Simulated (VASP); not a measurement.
# Ir (P6_3/mmc) in VASP: further runs

The runs below take Ir through single point, with LDA.

All numbers are computed with VASP 6.6.1; they aren't measurements. Logs are shortened: lines on timing, memory, paths and dates and some standing lists are left out, and cuts for length are marked.

## (1) The cell of the first run

The structure is hexagonal, space group P6_3/mmc (No. 194). Conventional cell: a = 2.786 Å, b = 2.786 Å, c = 4.386 Å, α = 90.00°, β = 90.00°, γ = 120.00°. Ir (site symmetry -6m2) has 12 Ir at 2.72 to 2.79 Å within 3.6 Å.

This isn't the form of Ir at room conditions, which is fcc.

## (2) Single point, LDA

INCAR

```
ALGO = Normal ; EDIFF = 1E-7
ENCUT = 520 ; GGA = CA
ISIF = 2 ; ISMEAR = 0
LASPH = T ; LCHARG = F
LREAL = F ; LWAVE = F
NBANDS = 16 ; NELM = 60
PREC = Accurate ; SIGMA = 0.15
```

KPOINTS

```
k-points
0
Gamma
  18 18 10
```

POSCAR

```
Ir
1.0
    2.7864000000      0.0000000000      0.0000000000
   -1.3932000000      2.4130931851      0.0000000000
    0.0000000000      0.0000000000      4.3862377060
Ir
2
Direct
    0.6666666667      0.3333333333      0.7500000000
    0.3333333333      0.6666666667      0.2500000000
```

Potentials or basis: VASP PAW LDA potentials, release 64 (Ir).

On the command line:

```console
$ cat potpaw_LDA.64/Ir/POTCAR > POTCAR
$ mpirun -np 1 vasp_std > vasp.out
```

OUTCAR:

```text
EDIFF = 1E-7
   ENCUT = 520
   GGA = CA
   ISIF = 2
   ISMEAR = 0
   LASPH = T
   LREAL = F
   NELM = 60
   PREC = Accurate

 ion  position               nearest neighbor table
   1  0.667  0.333  0.750-   2 2.72   2 2.72   2 2.72   2 2.72   2 2.72   2 2.72
   2  0.333  0.667  0.250-   1 2.72   1 2.72   1 2.72   1 2.72   1 2.72   1 2.72

  LATTYP: Found a hexagonal cell.
 ALAT       =     2.7864000000
 C/A-ratio  =     1.5741593834

  Lattice vectors:

 A1 = (   2.7864000000,   0.0000000000,   0.0000000000)
 A2 = (  -1.3932000000,   2.4130931851,   0.0000000000)
 A3 = (   0.0000000000,   0.0000000000,   4.3862377060)

Analysis of symmetry for initial positions (statically):
=====================================================================
 Subroutine PRICEL returns:
 Original cell was already a primitive cell.

 Routine SETGRP: Setting up the symmetry group for a
 hexagonal supercell.

 Subroutine GETGRP returns: Found 24 space group operations
 (whereof 12 operations were pure point group operations)
 out of a pool of 24 trial point group operations.

The static configuration has the point symmetry D_3d.
 The point group associated with its full space group is D_6h.

Analysis of symmetry for dynamics (positions and initial velocities):
=====================================================================
 Subroutine PRICEL returns:
 Original cell was already a primitive cell.

 Routine SETGRP: Setting up the symmetry group for a
 hexagonal supercell.

 Subroutine GETGRP returns: Found 24 space group operations
 (whereof 12 operations were pure point group operations)
 out of a pool of 24 trial point group operations.

The dynamic configuration has the point symmetry D_3d.
 The point group associated with its full space group is D_6h.

 Subroutine INISYM returns: Found 24 space group operations
 (whereof 12 operations are pure point group operations),
 and found     1 'primitive' translations

----------------------------------------------------------------------------------------

                                     Primitive cell

  volume of cell :      29.4924

  direct lattice vectors                    reciprocal lattice vectors
     2.786400000  0.000000000  0.000000000     0.358886018  0.207202939  0.000000000
    -1.393200000  2.413093185  0.000000000     0.000000000  0.414405878  0.000000000
     0.000000000  0.000000000  4.386237706     0.000000000  0.000000000  0.227985820

  length of vectors
     2.786400000  2.786400000  4.386237706     0.414405878  0.414405878  0.227985820

  position of ions in fractional coordinates (direct lattice)
     0.666666667  0.333333333  0.750000000
     0.333333333  0.666666667  0.250000000

  ion indices of the primitive-cell ions
   primitive index   ion index
                 1           1
                 2           2

----------------------------------------------------------------------------------------

 KPOINTS: k-points

Automatic generation of k-mesh.
 Grid dimensions read from file:
 generate k-points for:   18   18   10

 Generating k-lattice:

  Cartesian coordinates                     Fractional coordinates (reciprocal lattice)
     0.019938112  0.011511274  0.000000000     0.055555556  0.000000000  0.000000000
     0.000000000  0.023022549  0.000000000     0.000000000  0.055555556  0.000000000
     0.000000000  0.000000000  0.022798582     0.000000000  0.000000000  0.100000000

  Length of vectors
     0.023022549  0.023022549  0.022798582

  Shift w.r.t. Gamma in fractional coordinates (k-lattice)
     0.000000000  0.000000000  0.000000000

 Subroutine IBZKPT returns following result:
 ===========================================

 Found    222 irreducible k-points:

 Following reciprocal coordinates:
            Coordinates               Weight
  0.000000  0.000000  0.000000      1.000000
  0.055556  0.000000  0.000000      6.000000
  0.111111  0.000000  0.000000      6.000000
  0.166667  0.000000  0.000000      6.000000
  0.222222  0.000000  0.000000      6.000000
  0.277778 -0.000000  0.000000      6.000000
[... 16 lines left out ...]
  0.333333  0.111111  0.000000     12.000000
  0.388889  0.111111  0.000000     12.000000
 [... further k-points ...]
   k-points           NKPTS =    222   k-points in BZ     NKDIM =    222   number of bands    NBANDS=     16
   number of dos      NEDOS =    301   number of ions     NIONS =      2
   total plane-waves  NPLWV =  20736
   dimension x,y,z NGX =    24 NGY =   24 NGZ =   36
   dimension x,y,z NGXF=    48 NGYF=   48 NGZF=   72
   ions per type =               2
   NGX,Y,Z   is equivalent  to a cutoff of  14.32, 14.32, 13.64 a.u.
   NGXF,Y,Z  is equivalent  to a cutoff of  28.64, 28.64, 27.29 a.u.
 SYSTEM =  unknown system
   PREC   = accura    normal or accurate (medium, high low for compatibility)
   ISTART =      0    job   : 0-new  1-cont  2-samecut
   ICHARG =      2    charge: 1-file 2-atom 10-const
   ISPIN  =      1    spin polarized calculation?
   LNONCOLLINEAR =      F non collinear calculations
   LSORBIT =      F    spin-orbit coupling
   LASPH  =      T    aspherical Exc in radial PAW
   ENCUT  =  520.0 eV  38.22 Ry    6.18 a.u.   5.18  5.18  8.16*2*pi/ulx,y,z
   NELM   =     60;   NELMIN=  2; NELMDL= -5     # of ELM steps
   EDIFF  = 0.1E-06   stopping-criterion for ELM
   LREAL  =      F    real-space projection
   EDIFFG = 0.1E-05   stopping-criterion for IOM
   NSW    =      0    number of steps for IOM
   IBRION =     -1    ionic relax: 0-MD 1-quasi-New 2-CG
   NFREE  =      0    steps in history (QN), initial steepest desc. (CG)
   ISIF   =      2    stress and relaxation
   ISYM   =      2    0-nonsym 1-usesym 2-fastsym
   POTIM  = 0.5000    time-step for ionic-motion
   TEBEG  =    0.0;   TEEND  =   0.0 temperature during run
   PSTRESS=    0.0 pullay stress
   NELECT =      18.0000    total number of electrons
   NUPDOWN=      -1.0000    fix difference up-down
   EMIN   =  10.00;   EMAX   =-10.00  energy-range for DOS
   EFERMI =   0.00;   METHOD = LEGACY
   ISMEAR =     0;   SIGMA  =   0.15  broadening in eV -4-tet -1-fermi 0-gaus
   EFERMI_NEDOS =   21; number of points for ismear=-14 and -15
   IALGO  =     38    algorithm
   IMIX   =      4    mixing-type and parameters
     AMIX     =   0.40;   BMIX     =  1.00
     AMIX_MAG =   1.60;   BMIX_MAG =  1.00
  volume/ion in A,a.u.               =      14.75        99.51
  Fermi-wavevector in a.u.,A,eV,Ry     =   1.388659  2.624186 26.237136  1.928375
  Thomas-Fermi vector in A             =   2.512764
   LORBIT       =      0    0 simple, 1 ext, 2 COOP (PROOUT), +10 PAW based schemes
   GGA     = CA    functional components
   LHFCALC =     F    Hartree Fock is set to
   AEXX    =    0.0000 exact exchange contribution
   IVDW    =     0    specifies the selected vdW correction
   LEPSILON=     F    determine dielectric tensor
   LRPA    =     F    only Hartree local field effects (RPA)
 non-spin polarized calculation
 Gauss-broadening in eV      SIGMA  =   0.15
  energy-cutoff  :      520.00
  volume of cell :       29.49
 maximum number of plane-waves:       810
 NGX is ok and might be reduce to    24
   NGX = 11   NGY = 11   NGZ = 17

 number of electron      18.0000001 magnetization

 Free energy of the ion-electron system (eV)
  ---------------------------------------------------
  ext. energy  EPLUGINS =         0.00000000
  ---------------------------------------------------
  free energy    TOTEN  =       -20.40349980 eV

  energy without entropy =      -20.37545482  energy(sigma->0) =      -20.38947731

 E-fermi :   9.7382     XC(G=0): -13.8987

 val. band max:        9.7358852217   @ k =   0.4444   0.0000   0.2000
 cond. band min:       9.7404177987   @ k =   0.1667   0.1667   0.5000
 fundamental gap:      0.0045325769
 Fermi energy:         9.7382174360

 k-point     1 :       0.0000    0.0000    0.0000
  band No.  band energies     occupation
      1      -1.0734      2.00000
      2       1.9950      2.00000
      3       6.0597      2.00000
      4       6.0597      2.00000
      5       6.2546      2.00000
      6       6.7453      2.00000
[... 8 lines left out ...]
     15      26.5619      0.00000
     16      27.2543      0.00000

 k-point     2 :       0.0556    0.0000    0.0000
  band No.  band energies     occupation
      1      -0.9599      2.00000
      2       2.0925      2.00000
      3       5.8210      2.00000
      4       6.1530      2.00000
      5       6.4699      2.00000
      6       6.6879      2.00000
[... 8 lines left out ...]
     15      26.6982      0.00000
     16      27.4138      0.00000

 k-point     3 :       0.1111    0.0000    0.0000
  band No.  band energies     occupation
      1      -0.6278      2.00000
      2       2.3659      2.00000
      3       5.4790      2.00000
      4       6.4290      2.00000
      5       6.5062      2.00000
      6       6.6799      2.00000
[... 8 lines left out ...]
     15      27.0522      0.00000
     16      27.5383      0.00000

 k-point     4 :       0.1667    0.0000    0.0000
  band No.  band energies     occupation
      1      -0.1039      2.00000
      2       2.7449      2.00000
      3       5.1546      2.00000
      4       5.9481      2.00000
      5       6.2992      2.00000
      6       6.6891      2.00000
[... 8 lines left out ...]
     15      26.9973      0.00000
     16      27.1559      0.00000

 k-point     5 :       0.2222    0.0000    0.0000
  band No.  band energies     occupation
      1       0.5595      2.00000
      2       3.0668      2.00000
      3       4.9800      2.00000
      4       5.1758      2.00000
      5       6.1375      2.00000
      6       6.4056      2.00000
[... 8 lines left out ...]
     15      25.7105      0.00000
     16      26.2521      0.00000

 k-point     6 :       0.2778   -0.0000    0.0000
  band No.  band energies     occupation
      1       1.2722      2.00000
      2       3.1310      2.00000
      3       4.4931      2.00000
      4       5.0785      2.00000
      5       6.1356      2.00000
      6       6.1521      2.00000
[... 8 lines left out ...]
     15      24.2588      0.00000
     16      25.3017      0.00000

 k-point     7 :       0.3333   -0.0000    0.0000
  band No.  band energies     occupation
      1       1.9006      2.00000
      2       2.9819      2.00000
      3       3.9409      2.00000
      4       5.3588      2.00000
      5       5.9041      2.00000
      6       6.4101      2.00000
[... 8 lines left out ...]
     15      22.9024      0.00000
     16      24.5266      0.00000

 k-point     8 :       0.3889   -0.0000    0.0000
  band No.  band energies     occupation
      1       2.3201      2.00000
      2       2.7931      2.00000
      3       3.5369      2.00000
      4       5.7280      2.00000
      5       5.7488      2.00000
      6       6.6115      2.00000
[... 8 lines left out ...]
     15      21.7452      0.00000
     16      23.4630      0.00000

 k-point     9 :       0.4444    0.0000    0.0000
  band No.  band energies     occupation
      1       2.5169      2.00000
      2       2.6605      2.00000
      3       3.2911      2.00000
      4       5.6183      2.00000
      5       6.1559      2.00000
      6       6.5265      2.00000
[... 8 lines left out ...]
     15      20.9357      0.00000
     16      21.5342      0.00000
[... 172 lines left out ...]
 k-point    19 :       0.1111    0.1111    0.0000
  band No.  band energies     occupation
      1       0.2014      2.00000
      2       2.9770      2.00000
      3       4.9213      2.00000
      4       5.6691      2.00000
      5       6.2493      2.00000
      6       6.3513      2.00000
[... 8 lines left out ...]
     15      25.0576      0.00000
     16      27.2572      0.00000

 k-point    20 :       0.1667    0.1111    0.0000
  band No.  band energies     occupation
      1       0.8534      2.00000
      2       3.3330      2.00000
      3       4.6635      2.00000
      4       5.0017      2.00000
      5       6.0748      2.00000
      6       6.1430      2.00000
[... 8 lines left out ...]
     15      23.8067      0.00000
     16      26.3149      0.00000

 k-point    21 :       0.2222    0.1111    0.0000
  band No.  band energies     occupation
      1       1.5671      2.00000
      2       3.4447      2.00000
      3       4.3917      2.00000
      4       4.6686      2.00000
      5       5.8568      2.00000
      6       6.1824      2.00000
[... 8 lines left out ...]
     15      22.5851      0.00000
     16      25.4838      0.00000

 k-point    22 :       0.2778    0.1111    0.0000
  band No.  band energies     occupation
      1       2.2106      2.00000
      2       3.2908      2.00000
      3       3.8888      2.00000
      4       4.9484      2.00000
      5       5.6984      2.00000
      6       6.4266      2.00000
[... 8 lines left out ...]
     15      21.3013      0.00000
     16      24.8083      0.00000

 k-point    23 :       0.3333    0.1111    0.0000
  band No.  band energies     occupation
      1       2.6446      2.00000
      2       3.0911      2.00000
      3       3.5169      2.00000
      4       5.3616      2.00000
      5       5.5979      2.00000
      6       6.5848      2.00000
[... 8 lines left out ...]
     15      20.1189      0.00000
     16      24.2894      0.00000

 k-point    24 :       0.3889    0.1111    0.0000
  band No.  band energies     occupation
      1       2.8465      2.00000
      2       2.9518      2.00000
      3       3.2892      2.00000
      4       5.5467      2.00000
      5       5.7759      2.00000
      6       6.4457      2.00000
[... 8 lines left out ...]
     15      20.2608      0.00000
     16      22.6226      0.00000

 [... further k-points ...]
[... 5 lines left out ...]
  --------------------------------------------------------------------------------------
  -------------------------------------------------------------------------------------
  Total       -3.8583710     -3.8583710     -2.1663161      0.0000000     -0.0000000      0.0000000
  in kB     -209.6065494   -209.6065494   -117.6854281      0.0000000     -0.0000000      0.0000000
  external PRESSURE =    -178.9661756 kB  Pullay stress =       0.0000000 kB

 VOLUME and BASIS-vectors are now :
 -----------------------------------------------------------------------------
  energy-cutoff  :      520.00
  volume of cell :       29.49
      direct lattice vectors                 reciprocal lattice vectors
     2.786400000  0.000000000  0.000000000     0.358886018  0.207202939  0.000000000
    -1.393200000  2.413093185  0.000000000     0.000000000  0.414405878  0.000000000
     0.000000000  0.000000000  4.386237706     0.000000000  0.000000000  0.227985820

 POSITION                                       TOTAL-FORCE (eV/Angst)
 -----------------------------------------------------------------------------------
      1.39320      0.80436      3.28968         0.000000     -0.000000      0.000000
     -0.00000      1.60873      1.09656        -0.000000      0.000000      0.000000
 -----------------------------------------------------------------------------------
    total drift:                               -0.000000      0.000000     -0.000000

  FREE ENERGIE OF THE ION-ELECTRON SYSTEM (eV)
  ---------------------------------------------------
  free  energy   TOTEN  =       -20.4034998007 eV

  energy  without entropy=      -20.3754548226  energy(sigma->0) =      -20.38947731
```

Run time: 92 s. Hardware: 1 thread of AMD EPYC 9R45 (Zen 5), shared host; peak memory 0.18 GiB.

Results:

- Free energy: -20.4035 eV
- Pressure: -17.9 GPa
- Band gap on the k mesh: zero (bands 9 and 10 overlap by 3.14 eV)

Stress tensor (GPa, compression positive):
```
-20.96   0.00   0.00
  0.00 -20.96   0.00
  0.00   0.00 -11.77
```

Caveat: the cell stands under tension; spin-orbit coupling is left out, which moves the levels of the heavy elements.

(Continued in part 2 of 4.)
